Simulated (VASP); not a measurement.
SiC: single point with PBE

The system is SiC.

```xyz
2
Lattice="0.0000 2.1563 2.1922 2.1563 0.0000 2.1922 2.1563 2.1563 0.0000" Properties=species:S:1:pos:R:3 pbc="T T T"
Si    0.0000    0.0000    0.0000
C     1.0781    1.0781    1.0961
```

This cell differs from its parent crystal: epitaxial xy strain -1.0%.

- Program: VASP 6.6.1
- Task: single point
- Functional: PBE
- Potentials or basis: VASP PAW PBE potentials, release 64 (Si, C)
- Cutoff: 520 eV
- k mesh: 6 × 6 × 6
- Occupations: gaussian, width 0.01 eV
- Spin: no spin polarisation

| Property | Result |
| --- | --- |
| Pressure | 6.7 GPa |
| Band gap on the k mesh | 1.25 eV, indirect (least direct gap 4.54 eV) |

Stress tensor (GPa, compression positive):
```
8.16 0.00 0.00
0.00 8.16 0.00
0.00 0.00 3.76
```

Levels at points of the mesh, in eV from the valence-band top:
| k point | band 1 | band 2 | band 3 | band 4 | band 5 | band 6 | band 7 | band 8 | band 9 |
| --- | --- | --- | --- | --- | --- | --- | --- | --- | --- |
| (0.00, 0.00, 0.00) | -15.56 | -0.12 | 0.00 | 0.00 | 6.37 | 7.35 | 7.35 | 7.39 | 14.28 |
| (0.50, 0.00, 0.00) | -11.94 | -8.66 | -1.20 | -0.99 | 5.50 | 7.15 | 7.37 | 10.10 | 16.31 |
| (0.50, 0.50, 0.00) | -10.56 | -8.02 | -3.13 | -3.13 | 1.40 | 4.52 | 14.22 | 14.22 | 14.77 |
| (0.50, 0.00, 0.50) | -10.43 | -7.82 | -3.33 | -3.30 | 1.25 | 4.23 | 13.88 | 14.41 | 15.03 |

It took 8 s on 1 thread of Intel Xeon 8259CL, with other jobs on the host, peak memory 0.13 GiB.

Caveat: the cell differs from its parent crystal (epitaxial xy strain -1.0%). A k mesh can miss the band edges.
